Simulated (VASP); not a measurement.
# HfN (zincblende type) (F-43m) in VASP: notebook

The runs below take HfN (zincblende type) through single point, relaxation of cell and atoms, with PBE.

Program: VASP 6.6.1. These are calculated values, not measurements. Logs are shortened: lines on timing, memory, paths and dates and some standing lists are left out, and cuts for length are marked.

**1. The cell of the first run**

Symmetry: F-43m, No. 216, cubic system. The conventional cell has a = 4.916 Å, b = 4.916 Å, c = 4.916 Å, α = 90.00°, β = 90.00°, γ = 90.00°. Hf (site symmetry -43m) has 4 N at 2.13 Å within 2.8 Å. Within 2.8 Å of N (site symmetry -43m) lie 4 Hf at 2.13 Å.

**2. Single point, PBE**

File INCAR:

```
SYSTEM = HfN
  PREC = Accurate
  ENCUT = 520
  EDIFF = 1E-6
  ISMEAR = -1
  SIGMA = 0.08
  LREAL = .False.
  LASPH = .True.
  NELM = 80
  ALGO = Normal
  ISIF = 2
  LWAVE = .False.
  LCHARG = .False.
  GGA = PE
  NBANDS = 14
```

File KPOINTS:

```
Automatic mesh
0
Gamma
  14 14 14
  0 0 0
```

File POSCAR:

```
HfN
1.0
    0.0000000000      2.4579025457      2.4579025457
    2.4579025457      0.0000000000      2.4579025457
    2.4579025457      2.4579025457      0.0000000000
Hf N
1 1
Direct
    0.0000000000      0.0000000000      0.0000000000
    0.2500000000      0.2500000000      0.2500000000
```

Potentials or basis: VASP PAW PBE potentials, release 64 (Hf_pv, N).

Command:

```
$ cat potpaw_PBE.64/Hf_pv/POTCAR potpaw_PBE.64/N/POTCAR > POTCAR
$ mpirun -np 1 vasp_std > vasp.out
```

OUTCAR:

```text
SYSTEM = HfN
   PREC = Accurate
   ENCUT = 520
   EDIFF = 1E-6
   ISMEAR = -1
   LREAL = .False.
   LASPH = .True.
   NELM = 80
   ISIF = 2
   GGA = PE

 ion  position               nearest neighbor table
   1  0.000  0.000  0.000-   2 2.13   2 2.13   2 2.13   2 2.13
   2  0.250  0.250  0.250-   1 2.13   1 2.13   1 2.13   1 2.13

  LATTYP: Found a face centered cubic cell.
 ALAT       =     4.9158050914

  Lattice vectors:

 A1 = (   0.0000000000,   2.4579025457,   2.4579025457)
 A2 = (   2.4579025457,   0.0000000000,   2.4579025457)
 A3 = (   2.4579025457,   2.4579025457,   0.0000000000)

Analysis of symmetry for initial positions (statically):
=====================================================================
 Subroutine PRICEL returns:
 Original cell was already a primitive cell.

 Routine SETGRP: Setting up the symmetry group for a
 face centered cubic supercell.

 Subroutine GETGRP returns: Found 24 space group operations
 (whereof 24 operations were pure point group operations)
 out of a pool of 48 trial point group operations.

The static configuration has the point symmetry T_d .

Analysis of symmetry for dynamics (positions and initial velocities):
=====================================================================
 Subroutine PRICEL returns:
 Original cell was already a primitive cell.

 Routine SETGRP: Setting up the symmetry group for a
 face centered cubic supercell.

 Subroutine GETGRP returns: Found 24 space group operations
 (whereof 24 operations were pure point group operations)
 out of a pool of 48 trial point group operations.

The dynamic configuration has the point symmetry T_d .

 Subroutine INISYM returns: Found 24 space group operations
 (whereof 24 operations are pure point group operations),
 and found     1 'primitive' translations

----------------------------------------------------------------------------------------

                                     Primitive cell

  volume of cell :      29.6978

  direct lattice vectors                    reciprocal lattice vectors
     0.000000000  2.457902546  2.457902546    -0.203425478  0.203425478  0.203425478
     2.457902546  0.000000000  2.457902546     0.203425478 -0.203425478  0.203425478
     2.457902546  2.457902546  0.000000000     0.203425478  0.203425478 -0.203425478

  length of vectors
     3.475999115  3.475999115  3.475999115     0.352343263  0.352343263  0.352343263

  position of ions in fractional coordinates (direct lattice)
     0.000000000  0.000000000  0.000000000
     0.250000000  0.250000000  0.250000000

  ion indices of the primitive-cell ions
   primitive index   ion index
                 1           1
                 2           2

----------------------------------------------------------------------------------------

 KPOINTS: Automatic mesh

Automatic generation of k-mesh.
 Grid dimensions read from file:
 generate k-points for:   14   14   14

 Generating k-lattice:

  Cartesian coordinates                     Fractional coordinates (reciprocal lattice)
    -0.014530391  0.014530391  0.014530391     0.071428571  0.000000000  0.000000000
     0.014530391 -0.014530391  0.014530391     0.000000000  0.071428571  0.000000000
     0.014530391  0.014530391 -0.014530391     0.000000000  0.000000000  0.071428571

  Length of vectors
     0.025167376  0.025167376  0.025167376

  Shift w.r.t. Gamma in fractional coordinates (k-lattice)
     0.000000000  0.000000000  0.000000000

 Subroutine IBZKPT returns following result:
 ===========================================

 Found    104 irreducible k-points:

 Following reciprocal coordinates:
            Coordinates               Weight
  0.000000  0.000000  0.000000      1.000000
  0.071429  0.000000  0.000000      8.000000
  0.142857  0.000000  0.000000      8.000000
  0.214286  0.000000  0.000000      8.000000
  0.285714  0.000000  0.000000      8.000000
  0.357143  0.000000  0.000000      8.000000
[... 16 lines left out ...]
  0.214286  0.142857  0.000000     24.000000
  0.285714  0.142857  0.000000     24.000000
 [... further k-points ...]
   k-points           NKPTS =    104   k-points in BZ     NKDIM =    104   number of bands    NBANDS=     14
   number of dos      NEDOS =    301   number of ions     NIONS =      2
   total plane-waves  NPLWV =  21952
   dimension x,y,z NGX =    28 NGY =   28 NGZ =   28
   dimension x,y,z NGXF=    56 NGYF=   56 NGZF=   56
   ions per type =               1   1
   NGX,Y,Z   is equivalent  to a cutoff of  13.39, 13.39, 13.39 a.u.
   NGXF,Y,Z  is equivalent  to a cutoff of  26.78, 26.78, 26.78 a.u.
 SYSTEM =  HfN
   PREC   = accura    normal or accurate (medium, high low for compatibility)
   ISTART =      0    job   : 0-new  1-cont  2-samecut
   ICHARG =      2    charge: 1-file 2-atom 10-const
   ISPIN  =      1    spin polarized calculation?
   LNONCOLLINEAR =      F non collinear calculations
   LSORBIT =      F    spin-orbit coupling
   LASPH  =      T    aspherical Exc in radial PAW
   ENCUT  =  520.0 eV  38.22 Ry    6.18 a.u.   6.46  6.46  6.46*2*pi/ulx,y,z
   NELM   =     80;   NELMIN=  2; NELMDL= -5     # of ELM steps
   EDIFF  = 0.1E-05   stopping-criterion for ELM
   LREAL  =      F    real-space projection
   EDIFFG = 0.1E-04   stopping-criterion for IOM
   NSW    =      0    number of steps for IOM
   IBRION =     -1    ionic relax: 0-MD 1-quasi-New 2-CG
   NFREE  =      0    steps in history (QN), initial steepest desc. (CG)
   ISIF   =      2    stress and relaxation
   ISYM   =      2    0-nonsym 1-usesym 2-fastsym
   POTIM  = 0.5000    time-step for ionic-motion
   TEBEG  =    0.0;   TEEND  =   0.0 temperature during run
   PSTRESS=    0.0 pullay stress
   NELECT =      15.0000    total number of electrons
   NUPDOWN=      -1.0000    fix difference up-down
   EMIN   =  10.00;   EMAX   =-10.00  energy-range for DOS
   EFERMI =   0.00;   METHOD = LEGACY
   ISMEAR =    -1;   SIGMA  =   0.08  broadening in eV -4-tet -1-fermi 0-gaus
   EFERMI_NEDOS =   21; number of points for ismear=-14 and -15
   IALGO  =     38    algorithm
   IMIX   =      4    mixing-type and parameters
     AMIX     =   0.40;   BMIX     =  1.00
     AMIX_MAG =   1.60;   BMIX_MAG =  1.00
  volume/ion in A,a.u.               =      14.85       100.21
  Fermi-wavevector in a.u.,A,eV,Ry     =   1.303759  2.463747 23.127007  1.699787
  Thomas-Fermi vector in A             =   2.434740
   LORBIT       =      0    0 simple, 1 ext, 2 COOP (PROOUT), +10 PAW based schemes
   GGA     = PE    functional components
   LHFCALC =     F    Hartree Fock is set to
   AEXX    =    0.0000 exact exchange contribution
   IVDW    =     0    specifies the selected vdW correction
   LEPSILON=     F    determine dielectric tensor
   LRPA    =     F    only Hartree local field effects (RPA)
 non-spin polarized calculation
  energy-cutoff  :      520.00
  volume of cell :       29.70
 maximum number of plane-waves:       821
 NGX is ok and might be reduce to    28
   NGX = 13   NGY = 13   NGZ = 13

 number of electron      15.0000001 magnetization

 Free energy of the ion-electron system (eV)
  ---------------------------------------------------
  ext. energy  EPLUGINS =         0.00000000
  ---------------------------------------------------
  free energy    TOTEN  =       -21.22643864 eV

  energy without entropy =      -21.21293525  energy(sigma->0) =      -21.21968695

 E-fermi :   5.7751     XC(G=0): -11.2030

 val. band max:        5.7176283548   @ k =   0.4286   0.2143   0.0000
 cond. band min:       5.7875082717   @ k =  -0.2857   0.2857   0.0714
 fundamental gap:      0.0698799169
 Fermi energy:         5.7750669696

 k-point     1 :       0.0000    0.0000    0.0000
  band No.  band energies     occupation
      1     -25.3931      2.00000
      2     -25.3931      2.00000
      3     -25.3931      2.00000
      4     -10.4063      2.00000
      5       0.3044      2.00000
      6       0.3044      2.00000
      7       0.3044      2.00000
      8       5.0036      1.99987
      9       7.9802      0.00000
     10       7.9802      0.00000
     11      12.2981      0.00000
     12      12.2981      0.00000
     13      12.2981      0.00000
     14      18.0208      0.00000

 k-point     2 :       0.0714    0.0000    0.0000
  band No.  band energies     occupation
      1     -25.4172      2.00000
      2     -25.3962      2.00000
      3     -25.3962      2.00000
      4     -10.3463      2.00000
      5       0.1848      2.00000
      6       0.3418      2.00000
      7       0.3418      2.00000
      8       5.2873      1.99551
      9       7.8913      0.00000
     10       7.8913      0.00000
     11      12.1568      0.00000
     12      12.4225      0.00000
     13      12.4225      0.00000
     14      18.0003      0.00000

 k-point     3 :       0.1429    0.0000    0.0000
  band No.  band energies     occupation
      1     -25.4838      2.00000
      2     -25.4048      2.00000
      3     -25.4048      2.00000
      4     -10.1813      2.00000
      5      -0.0646      2.00000
      6       0.4430      2.00000
      7       0.4430      2.00000
      8       5.9964      0.11836
      9       7.7082      0.00000
     10       7.7082      0.00000
     11      11.8163      0.00000
     12      12.6606      0.00000
     13      12.6606      0.00000
     14      16.5709      0.00000

 k-point     4 :       0.2143    0.0000    0.0000
  band No.  band energies     occupation
      1     -25.5781      2.00000
      2     -25.4171      2.00000
      3     -25.4171      2.00000
      4      -9.9515      2.00000
      5      -0.2648      2.00000
      6       0.5790      2.00000
      7       0.5790      2.00000
      8       6.8310      0.00000
      9       7.5857      0.00000
     10       7.5857      0.00000
     11      11.4377      0.00000
     12      12.7381      0.00000
     13      12.7381      0.00000
     14      15.0328      0.00000

 k-point     5 :       0.2857    0.0000    0.0000
  band No.  band energies     occupation
      1     -25.6803      2.00000
      2     -25.4308      2.00000
      3     -25.4308      2.00000
      4      -9.7112      2.00000
      5      -0.3152      2.00000
      6       0.7124      2.00000
      7       0.7124      2.00000
      8       7.4407      0.00000
      9       7.6356      0.00000
     10       7.6356      0.00000
     11      11.0699      0.00000
[... 276 lines left out ...]
 k-point    22 :       0.1429    0.1429    0.0000
  band No.  band energies     occupation
      1     -25.4856      2.00000
      2     -25.4227      2.00000
      3     -25.4227      2.00000
      4     -10.1056      2.00000
      5      -0.2964      2.00000
      6       0.5720      2.00000
      7       0.5720      2.00000
      8       6.2532      0.00506
      9       6.9998      0.00000
     10       8.2594      0.00000
     11      12.3766      0.00000
     12      12.3766      0.00000
     13      12.4403      0.00000
     14      17.5127      0.00000

 k-point    23 :       0.2143    0.1429    0.0000
  band No.  band energies     occupation
      1     -25.5475      2.00000
      2     -25.4375      2.00000
      3     -25.4349      2.00000
      4      -9.9318      2.00000
      5      -0.4860      2.00000
      6       0.7004      2.00000
      7       0.7204      2.00000
      8       6.3916      0.00090
      9       7.1738      0.00000
     10       8.3458      0.00000
     11      11.9419      0.00000
     12      12.3605      0.00000
     13      12.7216      0.00000
     14      16.4388      0.00000

 k-point    24 :       0.2857    0.1429    0.0000
  band No.  band energies     occupation
      1     -25.6311      2.00000
      2     -25.4525      2.00000
      3     -25.4500      2.00000
      4      -9.7162      2.00000
      5      -0.5633      2.00000
      6       0.8069      2.00000
      7       0.8780      2.00000
      8       6.2850      0.00340
      9       7.7723      0.00000
     10       8.4189      0.00000
     11      11.4456      0.00000
     12      12.1619      0.00000
     13      12.8392      0.00000
     14      15.2605      0.00000

 [... further k-points ...]
[... 5 lines left out ...]
  --------------------------------------------------------------------------------------
  -------------------------------------------------------------------------------------
  Total       -0.1951574     -0.1951574     -0.1951574      0.0000000      0.0000000      0.0000000
  in kB      -10.5286256    -10.5286256    -10.5286256      0.0000000      0.0000000      0.0000000
  external PRESSURE =     -10.5286256 kB  Pullay stress =       0.0000000 kB

 VOLUME and BASIS-vectors are now :
 -----------------------------------------------------------------------------
  energy-cutoff  :      520.00
  volume of cell :       29.70
      direct lattice vectors                 reciprocal lattice vectors
     0.000000000  2.457902546  2.457902546    -0.203425478  0.203425478  0.203425478
     2.457902546  0.000000000  2.457902546     0.203425478 -0.203425478  0.203425478
     2.457902546  2.457902546  0.000000000     0.203425478  0.203425478 -0.203425478

 POSITION                                       TOTAL-FORCE (eV/Angst)
 -----------------------------------------------------------------------------------
      0.00000      0.00000      0.00000        -0.000000      0.000000     -0.000000
      1.22895      1.22895      1.22895         0.000000     -0.000000      0.000000
 -----------------------------------------------------------------------------------
    total drift:                               -0.000000     -0.000000     -0.000000

  FREE ENERGIE OF THE ION-ELECTRON SYSTEM (eV)
  ---------------------------------------------------
  free  energy   TOTEN  =       -21.2264386396 eV

  energy  without entropy=      -21.2129352529  energy(sigma->0) =      -21.21968695
```

Wall time 23 s (1 thread of Intel Xeon 6975P-C, shared host); peak memory 0.19 GiB.

Results:

```
Free energy : -21.2264 eV
Pressure    : -1.1 GPa
```

Caveat: spin-orbit coupling is left out, which moves the levels of the heavy elements.

**3. Single point, PBE**

File INCAR:

```
PREC = Accurate
ENCUT = 520
EDIFF = 1E-7
ISMEAR = -1
SIGMA = 0.08
LREAL = F
LASPH = T
NELM = 60
ALGO = Normal
ISIF = 2
LWAVE = F
LCHARG = F
GGA = PE
NBANDS = 14
```

File KPOINTS:

```
Automatic mesh
0
Gamma
  14 14 14
```

POSCAR is that of step 2.

Potentials or basis: VASP PAW PBE potentials, release 64 (Hf_pv, N).

Command:

```
$ cat potpaw_PBE.64/Hf_pv/POTCAR potpaw_PBE.64/N/POTCAR > POTCAR
$ mpirun -np 1 vasp_std > vasp.out
```

Wall time 25 s (1 thread of Intel Xeon 6975P-C, shared host); peak memory 0.19 GiB.

It converged, with:

```yaml
Free_energy: -21.2264 eV
Pressure: -1.1 GPa
```

Levels at points of the mesh, in eV from the Fermi level:
```
           k point  band 3  band 4  band 5  band 6  band 7  band 8  band 9  band 10  band 11  band 12
(0.00, 0.00, 0.00)  -31.17  -16.18   -5.47   -5.47   -5.47   -0.77    2.21     2.21     6.52     6.52
(0.50, 0.00, 0.00)  -31.23  -15.11   -5.74   -4.89   -4.89    1.49    2.70     2.70     4.21     5.20
(0.50, 0.50, 0.00)  -31.32  -14.75   -6.90   -3.64   -3.64   -1.17    2.15     3.99     4.61     4.61
```

Caveat: spin-orbit coupling is left out, which moves the levels of the heavy elements.

[end of part 1 of 2]
